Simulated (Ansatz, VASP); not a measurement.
ZnAg in VASP and in Ansatz

INCAR

```
PREC     = Accurate       # precision mode
ENCUT    = 520            # plane-wave cutoff, eV
EDIFF    = 1E-6           # SCF threshold, eV
ISMEAR   = -1             # smearing method
SIGMA    = 0.03           # smearing width, eV
LREAL    = False          # projectors in reciprocal space
LASPH    = True           # aspherical terms in the spheres
NELM     = 100            # most SCF steps
ALGO     = Normal         # electronic algorithm
ISIF     = 2              # what is computed and relaxed
LWAVE    = False          # write WAVECAR
LCHARG   = True           # write CHGCAR
GGA      = CA             # functional
LELF     = True           # ELF
LVHAR    = True         
NBANDS   = 18             # bands
```

File KPOINTS:

```
Automatic mesh
0
Gamma
  12 12 12
```

File POSCAR:

```
ZnAg
1.0
    3.0928800000      0.0000000000      0.0000000000
    0.0000000000      3.0928800000      0.0000000000
    0.0000000000      0.0000000000      3.1560000000
Zn Ag
1 1
Direct
    0.5000000000      0.5000000000      0.5000000000
    0.0000000000      0.0000000000      0.0000000000
```

Input for Ansatz:

```yaml
crystal:
  lattice:
    - [3.09288, 0.0, 0.0]
    - [0.0, 3.09288, 0.0]
    - [0.0, 0.0, 3.156]
  atoms:
    - { symbol: Zn, position: [0.5, 0.5, 0.5] }
    - { symbol: Ag, position: [0.0, 0.0, 0.0] }
kpoints:
  mp_grid: { grid: [12, 12, 12] }
  band_path:
    path:
      - [0.0, 0.0, 0.0]
      - [0.0, 0.5, 0.0]
      - [0.5, 0.5, 0.0]
      - [0.0, 0.0, 0.0]
      - [0.0, 0.0, 0.5]
      - [0.0, 0.5, 0.5]
      - [0.5, 0.5, 0.5]
      - [0.0, 0.0, 0.5]
      - [0.0, 0.5, 0.0]
    npoints: 5
scf:
  occupations: { method: fermi_dirac, width: 0.03 }
hamiltonian:
  xc: lda
  pseudopotentials: { kind: all_electron, lapw: { basis_error: 0.00025 } }
output:
  forces: true
  stress: true
  eigenvalues: true
```

Change from the starting cell: equal xx and yy strain of -2 %.

Alike in both runs: task single point; functional LDA; k mesh 12 × 12 × 12; occupations fermi-dirac, width 0.03 eV; no spin polarisation.

```csv
,VASP,Ansatz
version,VASP 6.6.1,Ansatz 0.2.0
potentials or method,"VASP PAW LDA potentials, release 64 (Zn, Ag), cutoff 520 eV","all-electron LAPW, scalar-relativistic"
```

Ansatz gave:

- pressure (GPa): -4.1
- traceless stress, the component that is largest in VASP (GPa): -0.62

Q: Which values does VASP return?

A: Pressure (GPa): -3.7; traceless stress, the component that is largest in VASP (GPa): -0.62.

LDA's correlation is that of Perdew and Zunger in VASP and of Perdew and Wang (1992) in Ansatz. Ansatz ran all-electron here, and VASP with PAW potentials.
